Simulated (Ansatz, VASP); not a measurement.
**YZr3: VASP beside Ansatz**

The input INCAR:

```
PREC = Accurate ; ENCUT = 520
EDIFF = 1E-6 ; ISMEAR = 0
SIGMA = 0.1 ; LREAL = F
LASPH = T ; NELM = 80
ALGO = Fast ; ISIF = 2
LWAVE = F ; LCHARG = F
GGA = PE ; NBANDS = 57
```

File KPOINTS:

```
regular mesh
0
Gamma
  6 6 4
```

File POSCAR:

```
YZr3
1.0
    6.0386248636      0.0000000000      0.0000000000
   -3.0193124318      5.2296025358      0.0000000000
    0.0000000000      0.0000000000      4.8469281664
Y Zr
2 6
Direct
    0.3333333333      0.6666666667      0.2500000000
    0.6666666667      0.3333333333      0.7500000000
    0.8330000000      0.6660000000      0.2500000000
    0.1670000000      0.8330000000      0.7500000000
    0.3340000000      0.1670000000      0.2500000000
    0.1670000000      0.3340000000      0.7500000000
    0.8330000000      0.1670000000      0.2500000000
    0.6660000000      0.8330000000      0.7500000000
```

Input for Ansatz:

```yaml
crystal:
  lattice:
    - [6.0386248636, 0.0, 0.0]
    - [-3.0193124318, 5.2296025358, 0.0]
    - [0.0, 0.0, 4.8469281664]
  atoms:
    - { symbol: "Y", position: [0.3333333333, 0.6666666667, 0.25] }
    - { symbol: "Y", position: [0.6666666667, 0.3333333333, 0.75] }
    - { symbol: Zr, position: [0.833, 0.666, 0.25] }
    - { symbol: Zr, position: [0.167, 0.833, 0.75] }
    - { symbol: Zr, position: [0.334, 0.167, 0.25] }
    - { symbol: Zr, position: [0.167, 0.334, 0.75] }
    - { symbol: Zr, position: [0.833, 0.167, 0.25] }
    - { symbol: Zr, position: [0.666, 0.833, 0.75] }
basis:
  ecutwfc: 420
kpoints:
  mp_grid: { grid: [6, 6, 4] }
hamiltonian:
  xc: pbe
scf:
  occupations: { method: gaussian, width: 0.1 }
  lower_state_search: "off"
output:
  forces: true
  stress: true
  eigenvalues: true
```

Alike in both runs: task single point; functional PBE; k mesh 6 × 6 × 4; occupations gaussian, width 0.1 eV; no spin polarisation.

```csv
,VASP,Ansatz
version,VASP 6.6.1,Ansatz 0.2.0
potentials or method,"VASP PAW PBE potentials, release 64 (Y_sv, Zr_sv), cutoff 520 eV","scalar-relativistic, plane waves, PAW"
valence electrons in the cell,94,94
```

Ansatz gave:

```
gap on the k mesh at the Fermi level (eV) : none
rms of the force components (eV/Å)        : 0.328
```

**Question.** What did VASP give for the same quantities?

**Answer.** gap on the k mesh at the Fermi level (eV): none; rms of the force components (eV/Å): 0.324.

Atom by atom the forces differ by 0.004 eV/Å (rms over components). A gap of «none» marks a metal or a gap that the smearing closes. The functional is the same, so the differences come from potentials, cutoffs and numerics.
